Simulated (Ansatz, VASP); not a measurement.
# Ni: VASP beside Ansatz

The input INCAR:

```
ALGO = Normal ; EDIFF = 1E-6
ENCUT = 600 ; GGA_COMPAT = F
ISIF = 2 ; ISMEAR = -1
ISPIN = 2 ; LASPH = T
LCHARG = T ; LELF = T
LMAXMIX = 4 ; LORBIT = 11
LREAL = F ; LVHAR = T
LWAVE = F ; MAGMOM = 2
NBANDS = 15 ; NELM = 200
PREC = Accurate ; SIGMA = 0.15
```

Contents of KPOINTS:

```
k-points
0
Gamma
  14 14 14
```

File POSCAR:

```
Ni
1.0
   -1.4196767502      1.4196767502      1.4196767502
    1.4196767502     -1.4196767502      1.4196767502
    1.4196767502      1.4196767502     -1.4196767502
Ni
1
Direct
    0.0000000000      0.0000000000      0.0000000000
```

Input for Ansatz:

```yaml
crystal:
  lattice:
    - [-1.4196767501612875, 1.4196767501612875, 1.4196767501612875]
    - [1.4196767501612875, -1.4196767501612875, 1.4196767501612875]
    - [1.4196767501612875, 1.4196767501612875, -1.4196767501612875]
  atoms:
    - { symbol: Ni, position: [0.0, 0.0, 0.0], spin: 2.0 }
basis:
  ecutwfc: 500.0
kpoints:
  mp_grid:
    grid: [14, 14, 14]
hamiltonian:
  xc: lda
magnetization:
  spin_polarized: true
scf:
  occupations:
    method: fermi_dirac
    width: 0.15
```

Alike in both runs: task single point; functional LDA; k mesh 14 × 14 × 14; occupations fermi-dirac, width 0.15 eV; collinear spin.

|  | VASP | Ansatz |
| --- | --- | --- |
| version | VASP 6.6.1 | Ansatz 0.2.0 |
| potentials or method | VASP PAW LDA potentials, release 64 (Ni), cutoff 600 eV | plane waves, PAW |
| valence electrons in the cell | 10 | 18 |

|  | VASP | Ansatz | Ansatz less VASP |
| --- | --- | --- | --- |
| net moment per atom (μB) | 0.36 | 0.44 | +0.076 |
| size of the moment on the site where the two differ most (μB) | 0.36 | 0.46 | +0.091 |

LDA's correlation is that of Perdew and Zunger in VASP and of Perdew and Wang (1992) in Ansatz. Site moments also hang on the region over which each program counts them. VASP's potentials hold 10 valence electrons a cell and Ansatz's 18, so a difference there can come from the potentials and not from the codes.
